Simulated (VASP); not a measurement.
Tl: single point with PBEsol

The system is Tl.

```
Tl
1.0
    -1.97012    1.97012    1.99923
     1.97012   -1.97012    1.99923
     1.97012    1.97012   -1.99923
Tl
1
Direct
  0.00000 0.00000 0.00000
```

This cell differs from its parent crystal: strain +0.015 along x and y, +0.030 along z.

```yaml
Program: VASP 6.6.1
Task: single point
Functional: PBEsol
Potentials_or_basis: VASP PAW PBE potentials, release 64 (Tl_d)
Cutoff: 520 eV
k_mesh: 18 × 18 × 18
Occupations: gaussian, width 0.15 eV
Spin: no spin polarisation
Dipole_correction: no
Further_INCAR_settings: ALGO = Fast; EDIFF = 1e-07; NBANDS = 12
```

The pressure is -2.5 GPa and the band gap on the k mesh is zero (an odd number of electrons rules out a gap without spin polarisation).

Stress tensor (GPa, compression positive):
```
-2.43  0.00  0.00
 0.00 -2.43  0.00
 0.00  0.00 -2.56
```

Levels at points of the mesh, in eV from the Fermi level:
```
           k point  band 2  band 3  band 4  band 5  band 6  band 7  band 8  band 9  band 10  band 11
(0.00, 0.00, 0.00)  -11.52  -11.50  -11.16  -11.15   -9.54    9.91   10.01   10.01    11.99    12.17
(0.50, 0.00, 0.00)  -11.62  -11.19  -11.16  -10.92   -5.10   -2.47    5.53    6.94     9.53    10.78
(0.50, 0.50, 0.00)  -11.62  -11.17  -11.15  -10.92   -5.03   -2.43    5.35    6.70     9.30    10.58
(0.50, 0.50, 0.50)  -11.67  -10.98  -10.98  -10.98   -2.05    1.24    1.50    1.50     6.14     6.30
```

It took 87 s on 1 thread of Intel(R) Xeon(R) Platinum 8488C (Sapphire Rapids), on a shared host, peak memory 0.29 GiB.

Caveat: the cell differs from its parent crystal (strain +0.015 along x and y, +0.030 along z); the PAW data sets were made with another functional, which shifts forces and pressure a little; spin-orbit coupling is left out, which moves the levels of the heavy elements.
